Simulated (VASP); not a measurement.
## TiO: single point with r2SCAN

TiO:

```
Ti O
1.0
     2.85161    0.00000    0.00000
    -1.42580    2.46956    0.00000
     0.00000    0.00000    5.56750
Ti O
2 2
Direct
  0.33333 0.66667 0.25000
  0.66667 0.33333 0.75000
  0.00000 0.00000 0.00000
  0.00000 0.00000 0.50000
```

```json
{"Program": "VASP 6.6.1", "Task": "single point", "Functional": "r2SCAN", "Potentials or basis": "VASP PAW PBE potentials, release 64 (Ti_sv, O)", "Cutoff": "520 eV", "k mesh": "12 × 12 × 6", "Occupations": "gaussian, width 0.1 eV", "Spin": "no spin polarisation"}
```

```
Pressure               : -3.6 GPa
Band gap on the k mesh : zero (band 18 reaches 11.27 eV, above the bottom of band 19 at 11.25 eV)
```

Stress tensor (GPa, compression positive):
```
-4.19  0.00  0.00
 0.00 -4.19  0.00
 0.00  0.00 -2.54
```

Levels at points of the mesh, in eV from the Fermi level:
| k point | band 14 | band 15 | band 16 | band 17 | band 18 | band 19 | band 20 | band 21 | band 22 | band 23 |
| --- | --- | --- | --- | --- | --- | --- | --- | --- | --- | --- |
| (0.00, 0.00, 0.00) | -5.65 | -5.65 | -5.61 | -2.09 | -0.09 | -0.09 | -0.02 | 1.16 | 1.16 | 1.64 |
| (0.50, 0.00, 0.00) | -6.98 | -6.14 | -5.82 | -2.79 | -0.09 | 1.03 | 1.77 | 2.08 | 2.41 | 2.79 |
| (0.00, 0.00, 0.50) | -5.92 | -5.92 | -5.92 | -0.65 | -0.65 | 0.77 | 0.77 | 0.77 | 0.77 | 2.29 |
| (0.50, 0.00, 0.50) | -7.59 | -6.44 | -6.44 | -1.40 | -1.40 | 2.15 | 2.15 | 2.36 | 2.36 | 2.40 |

Run time: 3 min on 1 thread of Intel(R) Xeon(R) Platinum 8559C (Emerald Rapids), with other jobs on the host, peak memory 0.21 GiB.

Caveat: the PAW data sets were made with another functional, which shifts forces and pressure a little; semilocal functionals often make such compounds metallic where correlation or magnetic order opens a gap, which also shifts bond lengths.
